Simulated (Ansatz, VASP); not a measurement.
## Two plane-wave programs on CuO

```
CELL_PARAMETERS angstrom
2.32450 -1.71910 0.00000
2.32450 1.71910 0.00000
-0.77922 0.00000 5.12814
ATOMIC_POSITIONS crystal
Cu 0.00000 0.50000 0.00000
Cu 0.50000 0.00000 0.50000
O 0.58300 0.41700 0.25000
O 0.41700 0.58300 0.75000
```

Alike in both runs: task single point; functional PBE; k mesh 7 × 7 × 4; occupations fermi-dirac, width 0.1 eV; no spin polarisation; Hubbard terms Cu d U = 4.0 eV.

|  | VASP | Ansatz |
| --- | --- | --- |
| version | VASP 6.6.1 | Ansatz 0.2.0 |
| potentials or method | VASP PAW PBE potentials, release 64 (Cu_sv_GW, O), cutoff 700 eV | PAW, plane waves, scalar-relativistic |
| valence electrons in the cell | 50 | 50 |

|  | VASP | Ansatz | Ansatz less VASP |
| --- | --- | --- | --- |
| pressure (GPa) | 1.0 | 5.7 | +4.68 |
| traceless stress, the component that is largest in VASP (GPa) | -2.44 | -2.01 | +0.435 |
| rms of the force components (eV/Å) | 0.139 | 0.139 | +0.0002 |

The programs project onto different local orbitals, so the same U acts differently, and such runs can settle in different states. Atom by atom the forces differ by 0.000 eV/Å (rms over components). Ansatz's warnings: filled band counts differ across k points.
